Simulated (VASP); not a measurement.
# WC in VASP: a series of runs

WC is run at these levels: PBE; tasks: single point.

All numbers are computed with VASP 6.6.1; they aren't measurements. Logs are shortened: lines on timing, memory, paths and dates and some standing lists are left out, and cuts for length are marked.

### 1 The cell of the first run

The structure is hexagonal, space group P-6m2 (No. 187). Conventional cell: a = 2.901 Å, b = 2.901 Å, c = 2.829 Å, α = 90.00°, β = 90.00°, γ = 120.00°. Within 3.0 Å of W (site symmetry -6m2) lie 6 C at 2.19 Å and 8 W at 2.83 to 2.90 Å. C (site symmetry -6m2) has 6 W at 2.19 Å and 8 C at 2.83 to 2.90 Å within 3.0 Å.

### 2 Single point, PBE

INCAR reads:

```
SYSTEM = WC
PREC = Accurate
ENCUT = 520
EDIFF = 1E-6
ISMEAR = -1
SIGMA = 0.05
LREAL = .False.
LASPH = .True.
NELM = 100
ALGO = Normal
ISIF = 2
LWAVE = .False.
LCHARG = .False.
GGA = PE
NBANDS = 16
```

KPOINTS reads:

```
Automatic mesh
0
Gamma
  4 4 4
  0 0 0
```

POSCAR reads:

```
WC
1.0
    2.9005014360      0.0000000000      0.0000000000
   -1.4502507180      2.5119079273      0.0000000000
    0.0000000000      0.0000000000      2.8290000000
W C
1 1
Direct
    0.0000000000      0.0000000000      0.0000000000
    0.6666666667      0.3333333333      0.5000000000
```

Potentials or basis: VASP PAW PBE potentials, release 64 (W_sv, C).

On the command line:

```sh
cat potpaw_PBE.64/W_sv/POTCAR potpaw_PBE.64/C/POTCAR > POTCAR
mpirun -np 1 vasp_std > vasp.out
```

OUTCAR:

```text
SYSTEM = WC
   PREC = Accurate
   ENCUT = 520
   EDIFF = 1E-6
   ISMEAR = -1
   LREAL = .False.
   LASPH = .True.
   NELM = 100
   ISIF = 2
   GGA = PE

 ion  position               nearest neighbor table
   1  0.000  0.000  0.000-   2 2.19   2 2.19   2 2.19   2 2.19   2 2.19   2 2.19
   2  0.667  0.333  0.500-   1 2.19   1 2.19   1 2.19   1 2.19   1 2.19   1 2.19

  LATTYP: Found a hexagonal cell.
 ALAT       =     2.9005014360
 C/A-ratio  =     0.9753485949

  Lattice vectors:

 A1 = (   2.9005014360,   0.0000000000,   0.0000000000)
 A2 = (  -1.4502507180,   2.5119079273,   0.0000000000)
 A3 = (   0.0000000000,   0.0000000000,   2.8290000000)

Analysis of symmetry for initial positions (statically):
=====================================================================
 Subroutine PRICEL returns:
 Original cell was already a primitive cell.

 Routine SETGRP: Setting up the symmetry group for a
 hexagonal supercell.

 Subroutine GETGRP returns: Found 12 space group operations
 (whereof 12 operations were pure point group operations)
 out of a pool of 24 trial point group operations.

The static configuration has the point symmetry D_3h.

Analysis of symmetry for dynamics (positions and initial velocities):
=====================================================================
 Subroutine PRICEL returns:
 Original cell was already a primitive cell.

 Routine SETGRP: Setting up the symmetry group for a
 hexagonal supercell.

 Subroutine GETGRP returns: Found 12 space group operations
 (whereof 12 operations were pure point group operations)
 out of a pool of 24 trial point group operations.

The dynamic configuration has the point symmetry D_3h.

 Subroutine INISYM returns: Found 12 space group operations
 (whereof 12 operations are pure point group operations),
 and found     1 'primitive' translations

----------------------------------------------------------------------------------------

                                     Primitive cell

  volume of cell :      20.6115

  direct lattice vectors                    reciprocal lattice vectors
     2.900501436  0.000000000  0.000000000     0.344767973  0.199051882  0.000000000
    -1.450250718  2.511907927  0.000000000     0.000000000  0.398103764  0.000000000
     0.000000000  0.000000000  2.829000000     0.000000000  0.000000000  0.353481796

  length of vectors
     2.900501436  2.900501436  2.829000000     0.398103764  0.398103764  0.353481796

  position of ions in fractional coordinates (direct lattice)
     0.000000000  0.000000000  0.000000000
     0.666666667  0.333333333  0.500000000

  ion indices of the primitive-cell ions
   primitive index   ion index
                 1           1
                 2           2

----------------------------------------------------------------------------------------

 KPOINTS: Automatic mesh

Automatic generation of k-mesh.
 Grid dimensions read from file:
 generate k-points for:    4    4    4

 Generating k-lattice:

  Cartesian coordinates                     Fractional coordinates (reciprocal lattice)
     0.086191993  0.049762970  0.000000000     0.250000000 -0.000000000  0.000000000
     0.000000000  0.099525941  0.000000000     0.000000000  0.250000000  0.000000000
     0.000000000  0.000000000  0.088370449     0.000000000  0.000000000  0.250000000

  Length of vectors
     0.099525941  0.099525941  0.088370449

  Shift w.r.t. Gamma in fractional coordinates (k-lattice)
     0.000000000  0.000000000  0.000000000

 Subroutine IBZKPT returns following result:
 ===========================================

 Found     12 irreducible k-points:

 Following reciprocal coordinates:
            Coordinates               Weight
  0.000000  0.000000  0.000000      1.000000
  0.250000  0.000000  0.000000      6.000000
  0.500000  0.000000  0.000000      3.000000
  0.250000  0.250000  0.000000      6.000000
  0.000000  0.000000  0.250000      2.000000
  0.250000  0.000000  0.250000     12.000000
  0.500000  0.000000  0.250000      6.000000
  0.250000  0.250000  0.250000     12.000000
  0.000000  0.000000  0.500000      1.000000
  0.250000  0.000000  0.500000      6.000000
  0.500000  0.000000  0.500000      3.000000
  0.250000  0.250000  0.500000      6.000000
   k-points           NKPTS =     12   k-points in BZ     NKDIM =     12   number of bands    NBANDS=     16
   number of dos      NEDOS =    301   number of ions     NIONS =      2
   total plane-waves  NPLWV =  13824
   dimension x,y,z NGX =    24 NGY =   24 NGZ =   24
   dimension x,y,z NGXF=    48 NGYF=   48 NGZF=   48
   ions per type =               1   1
   NGX,Y,Z   is equivalent  to a cutoff of  13.76, 13.76, 14.10 a.u.
   NGXF,Y,Z  is equivalent  to a cutoff of  27.51, 27.51, 28.21 a.u.
 SYSTEM =  WC
   PREC   = accura    normal or accurate (medium, high low for compatibility)
   ISTART =      0    job   : 0-new  1-cont  2-samecut
   ICHARG =      2    charge: 1-file 2-atom 10-const
   ISPIN  =      1    spin polarized calculation?
   LNONCOLLINEAR =      F non collinear calculations
   LSORBIT =      F    spin-orbit coupling
   LASPH  =      T    aspherical Exc in radial PAW
   ENCUT  =  520.0 eV  38.22 Ry    6.18 a.u.   5.39  5.39  5.26*2*pi/ulx,y,z
   NELM   =    100;   NELMIN=  2; NELMDL= -5     # of ELM steps
   EDIFF  = 0.1E-05   stopping-criterion for ELM
   LREAL  =      F    real-space projection
   EDIFFG = 0.1E-04   stopping-criterion for IOM
   NSW    =      0    number of steps for IOM
   IBRION =     -1    ionic relax: 0-MD 1-quasi-New 2-CG
   NFREE  =      0    steps in history (QN), initial steepest desc. (CG)
   ISIF   =      2    stress and relaxation
   ISYM   =      2    0-nonsym 1-usesym 2-fastsym
   POTIM  = 0.5000    time-step for ionic-motion
   TEBEG  =    0.0;   TEEND  =   0.0 temperature during run
   PSTRESS=    0.0 pullay stress
   NELECT =      18.0000    total number of electrons
   NUPDOWN=      -1.0000    fix difference up-down
   EMIN   =  10.00;   EMAX   =-10.00  energy-range for DOS
   EFERMI =   0.00;   METHOD = LEGACY
   ISMEAR =    -1;   SIGMA  =   0.05  broadening in eV -4-tet -1-fermi 0-gaus
   EFERMI_NEDOS =   21; number of points for ismear=-14 and -15
   IALGO  =     38    algorithm
   IMIX   =      4    mixing-type and parameters
     AMIX     =   0.40;   BMIX     =  1.00
     AMIX_MAG =   1.60;   BMIX_MAG =  1.00
  volume/ion in A,a.u.               =      10.31        69.55
  Fermi-wavevector in a.u.,A,eV,Ry     =   1.564813  2.957068 33.315762  2.448639
  Thomas-Fermi vector in A             =   2.667381
   LORBIT       =      0    0 simple, 1 ext, 2 COOP (PROOUT), +10 PAW based schemes
   GGA     = PE    functional components
[... 5 lines left out ...]
 non-spin polarized calculation
  energy-cutoff  :      520.00
  volume of cell :       20.61
 maximum number of plane-waves:       575
 NGX is ok and might be reduce to    24
   NGX = 11   NGY = 11   NGZ = 11

 number of electron      18.0000001 magnetization

 Free energy of the ion-electron system (eV)
  ---------------------------------------------------
  ext. energy  EPLUGINS =         0.00000000
  ---------------------------------------------------
  free energy    TOTEN  =       -22.37786895 eV

  energy without entropy =      -22.37416941  energy(sigma->0) =      -22.37601918

 E-fermi :  11.7470     XC(G=0): -13.8395

 val. band max:       11.4816016953   @ k =   0.5000   0.0000   0.5000
 cond. band min:      11.8010491052   @ k =   0.0000   0.0000   0.2500
 fundamental gap:      0.3194474099
 Fermi energy:        11.7470357812

 k-point     1 :       0.0000    0.0000    0.0000
  band No.  band energies     occupation
      1     -62.8407      2.00000
      2     -26.8253      2.00000
      3     -26.7104      2.00000
      4     -26.7104      2.00000
      5      -3.3230      2.00000
      6       6.8148      2.00000
[... 8 lines left out ...]
     15      25.5956      0.00000
     16      27.9647      0.00000

 k-point     2 :       0.2500    0.0000    0.0000
  band No.  band energies     occupation
      1     -62.8107      2.00000
      2     -27.1371      2.00000
      3     -26.8086      2.00000
      4     -26.7687      2.00000
      5      -1.8595      2.00000
      6       5.6191      2.00000
[... 8 lines left out ...]
     15      25.2722      0.00000
     16      29.5278      0.00000

 k-point     3 :       0.5000    0.0000    0.0000
  band No.  band energies     occupation
      1     -62.7807      2.00000
      2     -27.5394      2.00000
      3     -26.9049      2.00000
      4     -26.7116      2.00000
      5       0.0432      2.00000
      6       4.1080      2.00000
[... 8 lines left out ...]
     15      24.0938      0.00000
     16      29.3797      0.00000

 k-point     4 :       0.2500    0.2500    0.0000
  band No.  band energies     occupation
      1     -62.7807      2.00000
      2     -27.3877      2.00000
      3     -27.0685      2.00000
      4     -26.7116      2.00000
      5       0.1183      2.00000
      6       4.5438      2.00000
[... 8 lines left out ...]
     15      26.7997      0.00000
     16      27.9828      0.00000
[... 96 lines left out ...]
 k-point    10 :       0.2500    0.0000    0.5000
  band No.  band energies     occupation
      1     -62.7691      2.00000
      2     -27.4993      2.00000
      3     -27.0422      2.00000
      4     -26.7328      2.00000
      5       0.2734      2.00000
      6       4.0954      2.00000
[... 8 lines left out ...]
     15      25.4457      0.00000
     16      27.7153      0.00000

 k-point    11 :       0.5000    0.0000    0.5000
  band No.  band energies     occupation
      1     -62.7398      2.00000
      2     -27.4228      2.00000
      3     -27.4111      2.00000
      4     -26.8231      2.00000
      5      -0.1695      2.00000
      6       4.6840      2.00000
[... 8 lines left out ...]
     15      23.7634      0.00000
     16      26.1615      0.00000

 k-point    12 :       0.2500    0.2500    0.5000
  band No.  band energies     occupation
      1     -62.7397      2.00000
      2     -27.4112      2.00000
      3     -27.2790      2.00000
      4     -26.9774      2.00000
      5       0.0807      2.00000
      6       4.7333      2.00000
[... 8 lines left out ...]
     15      23.8778      0.00000
     16      24.9229      0.00000

------------------------ aborting loop because EDIFF is reached ----------------------------------------

  FORCE on cell =-STRESS in cart. coord.  units (eV):
  Direction    XX          YY          ZZ          XY          YZ          ZX
  --------------------------------------------------------------------------------------
  -------------------------------------------------------------------------------------
  Total        1.5665668      1.5665668      0.8397212     -0.0000000      0.0000000      0.0000000
  in kB      121.7726452    121.7726452     65.2733535     -0.0000000      0.0000000      0.0000000
  external PRESSURE =     102.9395480 kB  Pullay stress =       0.0000000 kB

 VOLUME and BASIS-vectors are now :
 -----------------------------------------------------------------------------
  energy-cutoff  :      520.00
  volume of cell :       20.61
      direct lattice vectors                 reciprocal lattice vectors
     2.900501436  0.000000000  0.000000000     0.344767973  0.199051882  0.000000000
    -1.450250718  2.511907927  0.000000000     0.000000000  0.398103764  0.000000000
     0.000000000  0.000000000  2.829000000     0.000000000  0.000000000  0.353481796

 POSITION                                       TOTAL-FORCE (eV/Angst)
 -----------------------------------------------------------------------------------
      0.00000      0.00000      0.00000        -0.000000      0.000000      0.000000
      1.45025      0.83730      1.41450         0.000000      0.000000      0.000000
 -----------------------------------------------------------------------------------
    total drift:                                0.000000     -0.000000      0.000000

  FREE ENERGIE OF THE ION-ELECTRON SYSTEM (eV)
  ---------------------------------------------------
  free  energy   TOTEN  =       -22.3778689546 eV

  energy  without entropy=      -22.3741694062  energy(sigma->0) =      -22.37601918
```

Wall time 3.6 s (1 thread of Intel Xeon 6975P-C (Granite Rapids), shared host); peak memory 0.14 GiB.

Results:

* Free energy: -22.3779 eV
* Pressure: 10.3 GPa
* Band gap on the k mesh: zero (bands 9 and 10 overlap by 1.22 eV)

Levels at points of the mesh, in eV from the Fermi level:
| k point | band 7 | band 8 | band 9 | band 10 | band 11 | band 12 |
| --- | --- | --- | --- | --- | --- | --- |
| (0.00, 0.00, 0.00) | -3.93 | -3.93 | -0.47 | 2.68 | 2.68 | 5.10 |
| (0.50, 0.00, 0.00) | -4.21 | -4.18 | -1.04 | 1.78 | 3.99 | 4.35 |
| (0.00, 0.00, 0.50) | -2.62 | -2.62 | -1.16 | -1.16 | 3.13 | 3.97 |
| (0.50, 0.00, 0.50) | -4.93 | -4.77 | -0.27 | 3.89 | 4.77 | 6.12 |

Caveat: the k points lie up to 0.63 Å⁻¹ apart, too coarse for converged energies and pressures of a metal; spin-orbit coupling is left out, which moves the levels of the heavy elements.

### 3 Single point, PBE

INCAR: that of step 2 with these lines changed.

```diff
@@ -8,3 +8,3 @@
 LASPH = .True.
-NELM = 100
+NELM = 80
 ALGO = Normal
```

KPOINTS reads:

```
Automatic mesh
0
Gamma
  6 6 6
  0 0 0
```

POSCAR is that of step 2.

Potentials or basis: VASP PAW PBE potentials, release 64 (W_sv, C).

On the command line:

```sh
cat potpaw_PBE.64/W_sv/POTCAR potpaw_PBE.64/C/POTCAR > POTCAR
mpirun -np 1 vasp_std > vasp.out
```

Run time: 3.7 s. Hardware: 1 thread of Intel Xeon 6975P-C (Granite Rapids), shared host; peak memory 0.14 GiB.

The run converged. Its results:

* Free energy: -22.4320 eV
* Pressure: 9.6 GPa
* Band gap on the k mesh: zero (bands 9 and 10 overlap by 1.22 eV)

Stress tensor (GPa, compression positive):
```
10.04  0.00  0.00
 0.00 10.04  0.00
 0.00  0.00  8.64
```

Levels at points of the mesh, in eV from the Fermi level:
```tsv
k point	band 6	band 7	band 8	band 9	band 10	band 11	band 12	band 13
(0.00, 0.00, 0.00)	-4.60	-3.61	-3.61	-0.15	3.02	3.02	5.42	5.42
(0.50, 0.00, 0.00)	-7.31	-3.88	-3.85	-0.71	2.12	4.32	4.68	6.66
(0.00, 0.00, 0.50)	-8.94	-2.28	-2.28	-0.84	-0.84	3.46	4.30	4.30
(0.50, 0.00, 0.50)	-6.74	-4.60	-4.45	0.05	4.23	5.12	6.46	9.01
```

Caveat: the k points lie up to 0.42 Å⁻¹ apart, too coarse for converged energies and pressures of a metal; spin-orbit coupling is left out, which moves the levels of the heavy elements.

### 4 Single point, PBE

INCAR reads:

```
PREC = Accurate
ENCUT = 520
EDIFF = 1E-6
ISMEAR = -1
SIGMA = 0.05
LREAL = False
LASPH = True
NELM = 100
ALGO = Normal
ISIF = 2
LWAVE = False
LCHARG = False
GGA = PE
NBANDS = 16
```

KPOINTS reads:

```
Automatic mesh
0
Gamma
  10 10 9
```

POSCAR is that of step 3.

On the command line:

```sh
cat potpaw_PBE.64/W_sv/POTCAR potpaw_PBE.64/C/POTCAR > POTCAR
mpirun -np 1 vasp_std > vasp.out
```

It took 8.7 s on 1 thread of Intel Xeon 6975P-C (Granite Rapids), shared host; peak memory 0.15 GiB.

The run converged. Its results:

- Free energy: -22.4393 eV
- Pressure: 9.6 GPa
- Band gap on the k mesh: zero (bands 9 and 10 overlap by 1.20 eV)

Stress tensor (GPa, compression positive):
```
9.52 0.00 0.00
0.00 9.52 0.00
0.00 0.00 9.88
```

Levels at points of the mesh, in eV from the Fermi level:
| k point | band 5 | band 6 | band 7 | band 8 | band 9 | band 10 | band 11 | band 12 | band 13 | band 14 |
| --- | --- | --- | --- | --- | --- | --- | --- | --- | --- | --- |
| (0.00, 0.00, 0.00) | -14.50 | -4.34 | -3.36 | -3.36 | 0.10 | 3.27 | 3.27 | 5.67 | 5.67 | 6.43 |
| (0.50, 0.00, 0.00) | -11.14 | -7.06 | -3.64 | -3.60 | -0.47 | 2.38 | 4.58 | 4.93 | 6.91 | 9.73 |

Caveat: the cell stands under pressure; spin-orbit coupling is left out, which moves the levels of the heavy elements.

### 5 Single point, PBE

INCAR reads:

```
SYSTEM = WC
PREC = Accurate
ENCUT = 520
EDIFF = 1E-6
ISMEAR = -1
SIGMA = 0.05
LREAL = .False.
LASPH = .True.
NELM = 60
ALGO = Normal
ISIF = 2
LWAVE = .False.
LCHARG = .False.
GGA = PE
NBANDS = 16
```

KPOINTS reads:

```
Automatic mesh
0
Gamma
  18 18 17
  0 0 0
```

POSCAR is that of step 4.

On the command line:

```sh
cat potpaw_PBE.64/W_sv/POTCAR potpaw_PBE.64/C/POTCAR > POTCAR
mpirun -np 1 vasp_std > vasp.out
```

Wall time 31 s (1 thread of Intel Xeon 6975P-C (Granite Rapids), shared host); peak memory 0.23 GiB.

It converged, with:

```yaml
Free_energy: -22.4355 eV
Pressure: 9.6 GPa
Band_gap_on_the_k_mesh: zero (bands 9 and 10 overlap by 1.38 eV)
```

Stress tensor (GPa, compression positive):
```
 9.32  0.00  0.00
 0.00  9.32  0.00
 0.00  0.00 10.18
```

Levels at points of the mesh, in eV from the Fermi level:
| k point | band 5 | band 6 | band 7 | band 8 | band 9 | band 10 | band 11 | band 12 | band 13 | band 14 |
| --- | --- | --- | --- | --- | --- | --- | --- | --- | --- | --- |
| (0.00, 0.00, 0.00) | -14.50 | -4.35 | -3.36 | -3.36 | 0.10 | 3.27 | 3.27 | 5.67 | 5.67 | 6.42 |
| (0.50, 0.00, 0.00) | -11.14 | -7.06 | -3.64 | -3.60 | -0.47 | 2.37 | 4.57 | 4.93 | 6.90 | 9.73 |

Caveat: the cell stands under pressure; spin-orbit coupling is left out, which moves the levels of the heavy elements.

### 6 Single point, PBE (xy shear strain of +1.5 %)

INCAR: that of step 5 with these lines changed.

```diff
@@ -12,4 +12,6 @@
 LWAVE = .False.
-LCHARG = .False.
+LCHARG = .True.
 GGA = PE
+LELF = .True.
+LVHAR = .True.
 NBANDS = 16
```

KPOINTS reads:

```
Automatic mesh
0
Gamma
  13 13 12
  0 0 0
```

POSCAR reads:

```
WC
1.0
    2.9005014360      0.0217537608      0.0000000000
   -1.4314114086      2.5010310469      0.0000000000
    0.0000000000      0.0000000000      2.8290000000
W C
1 1
Direct
    0.0000000000      0.0000000000      0.0000000000
    0.6666666667      0.3333333333      0.5000000000
```

Potentials or basis: VASP PAW PBE potentials, release 64 (W_sv, C).

On the command line:

```sh
cat potpaw_PBE.64/W_sv/POTCAR potpaw_PBE.64/C/POTCAR > POTCAR
mpirun -np 1 vasp_std > vasp.out
```

Run time: 63 s. Hardware: 1 thread of Intel Xeon 6975P-C (Granite Rapids), shared host; peak memory 0.3 GiB.

Results (log left out):

* Free energy: -22.4324 eV
* Pressure: 9.6 GPa
* Largest force: 0.092 eV/Å
* Band gap on the k mesh: zero (bands 9 and 10 overlap by 1.19 eV)

Forces in eV/Å, atoms in the order of the input:
```
W    0.092  0.000  0.000
C   -0.092  0.000  0.000
```

Stress tensor (GPa, compression positive):
```
 9.47 -3.74  0.00
-3.74  9.48  0.00
 0.00  0.00  9.93
```

Levels at points of the mesh, in eV from the Fermi level:
```tsv
k point	band 7	band 8	band 9	band 10	band 11	band 12
(0.00, 0.00, 0.00)	-3.50	-3.25	0.08	3.23	3.29	5.58
(0.00, 0.00, 0.50)	-2.08	-2.01	-0.75	-0.45	3.70	4.43
```

Caveat: the cell differs from its parent crystal (xy shear strain of +1.5 %); the cell stands under pressure; spin-orbit coupling is left out, which moves the levels of the heavy elements.

### 7 The runs side by side

```csv
cell,k mesh,gap on the mesh (eV),pressure (GPa)
"a = 2.901, b = 2.901, c = 2.829 Å, angles 90.0, 90.0, 120.0°, 2 atoms",4 × 4 × 4,none,10.3
"a = 2.901, b = 2.901, c = 2.829 Å, angles 90.0, 90.0, 120.0°, 2 atoms",6 × 6 × 6,none,9.6
"a = 2.901, b = 2.901, c = 2.829 Å, angles 90.0, 90.0, 120.0°, 2 atoms",10 × 10 × 9,none,9.6
"a = 2.901, b = 2.901, c = 2.829 Å, angles 90.0, 90.0, 120.0°, 2 atoms",18 × 18 × 17,none,9.6
"a = 2.901, b = 2.882, c = 2.829 Å, angles 90.0, 90.0, 119.4°, 2 atoms",13 × 13 × 12,none,9.6
```

Alike in all rows: task single point; level PBE; potentials or basis VASP PAW PBE potentials, release 64 (W_sv, C); no spin polarisation; cutoff (eV) 520; smearing fermi-dirac 0.05 eV.

Caveats: some runs use coarse meshes; spin-orbit coupling is left out, which moves the levels of the heavy elements; the cell stands under pressure (at least some runs).

Total energies depend on the potentials used, so only differences within one code and one set of settings carry meaning.
